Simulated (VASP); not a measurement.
A run of VASP 6.6.1 is set up as follows.

File INCAR:

```
ALGO = Normal
EDIFF = 1E-7
EDIFFG = -0.01
ENCUT = 600
GGA = PE
GGA_COMPAT = F
IBRION = 2
ISIF = 3
ISMEAR = 0
LASPH = T
LCHARG = F
LREAL = F
LWAVE = F
NELM = 120
NELMIN = 4
NSW = 100
PREC = Accurate
SIGMA = 0.1
```

File KPOINTS:

```
k-points
0
Gamma
  12 12 4
```

The input POSCAR:

```
Zr4ScO
1.0
    2.9937146180      0.0000000000      0.0000000000
    0.0000000000      2.9937146180      0.0000000000
    0.0000000000      0.0000000000     13.0194699337
Zr Sc O
4 1 1
Direct
    0.5000000000      0.5000000000      0.1988978163
    0.0000000000      0.0000000000      0.6140357209
    0.0000000000      0.0000000000      0.3859642791
    0.5000000000      0.5000000000      0.8011021837
    0.0000000000      0.0000000000      0.0000000000
    0.5000000000      0.5000000000      0.5000000000
```

Potentials or basis: VASP PAW PBE potentials, release 64 (Zr_sv, Sc_sv, O).

Command:

```sh
$ cat potpaw_PBE.64/Zr_sv/POTCAR potpaw_PBE.64/Sc_sv/POTCAR potpaw_PBE.64/O/POTCAR > POTCAR
$ mpirun -np 1 vasp_std > vasp.out
```

Estimate the relaxed cell.

a = 2.994 Å, b = 2.994 Å, c = 13.011 Å, α = 90.00°, β = 90.00°, γ = 90.00°.

What does it give for the relaxed volume?

19.43 Å³/atom.

Predict the band gap on the k mesh.

zero (an odd number of electrons rules out a gap without spin polarisation).

Final structure:
```yaml
crystal:
  lattice:
    - [2.99369, 0.00000, 0.00000]
    - [0.00000, 2.99369, 0.00000]
    - [0.00000, 0.00000, 13.01082]
  atoms:
    - { symbol: Zr, position: [0.50000, 0.50000, 0.19811] }
    - { symbol: Zr, position: [0.00000, 0.00000, 0.61407] }
    - { symbol: Zr, position: [0.00000, 0.00000, 0.38593] }
    - { symbol: Zr, position: [0.50000, 0.50000, 0.80189] }
    - { symbol: Sc, position: [0.00000, 0.00000, 0.00000] }
    - { symbol: O, position: [0.50000, 0.50000, 0.50000] }
```
